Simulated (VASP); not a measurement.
Write the native input for VASP 6.6.1 that does the following.

| Item | Value |
| --- | --- |
| Task | single point |
| Functional | PBE |
| Potentials or basis | VASP PAW PBE potentials, release 64 (Ba_sv, Ta_pv) |
| Cutoff | 520 eV |
| k mesh | 4 × 4 × 4 |
| Occupations | gaussian, width 0.1 eV |
| Spin | no spin polarisation |
| Dipole correction | no |
| Further INCAR settings | ALGO = Normal; EDIFF = 1e-06; NBANDS = 52 |

The structure of Ba3Ta5 lies in POSCAR:

```
Ba3Ta5
1.0
   -3.6114128800      3.6114128800      3.6114128800
    3.6114128800     -3.6114128800      3.6114128800
    3.6114128800      3.6114128800     -3.6114128800
Ba Ta
3 5
Direct
    0.0000000000      0.5000000000      0.5000000000
    0.5000000000      0.5000000000      0.0000000000
    0.5000000000      0.0000000000      0.5000000000
    0.0000000000      0.0000000000      0.0000000000
    0.0000000000      0.0000000000      0.5000000000
    0.0000000000      0.5000000000      0.0000000000
    0.5000000000      0.0000000000      0.0000000000
    0.5000000000      0.5000000000      0.5000000000
```

One way to write it, as run:

INCAR

```
PREC = Accurate
ENCUT = 520
EDIFF = 1E-6
ISMEAR = 0
SIGMA = 0.1
LREAL = F
LASPH = T
NELM = 60
ALGO = Normal
ISIF = 2
LWAVE = F
LCHARG = T
GGA = PE
LELF = T
LVHAR = T
NBANDS = 52
```

KPOINTS

```
Automatic mesh
0
Gamma
  4 4 4
```

Potentials or basis: VASP PAW PBE potentials, release 64 (Ba_sv, Ta_pv).

Command:

```bash
$ cat potpaw_PBE.64/Ba_sv/POTCAR potpaw_PBE.64/Ta_pv/POTCAR > POTCAR
$ mpirun -np 1 vasp_std > vasp.out
```

Results of the run:

- Pressure: 1.8 GPa

Run time: 72 s on 1 thread of AMD EPYC 9R45 96-Core Processor (Zen 5), with other jobs on the host, peak memory 0.31 GiB.
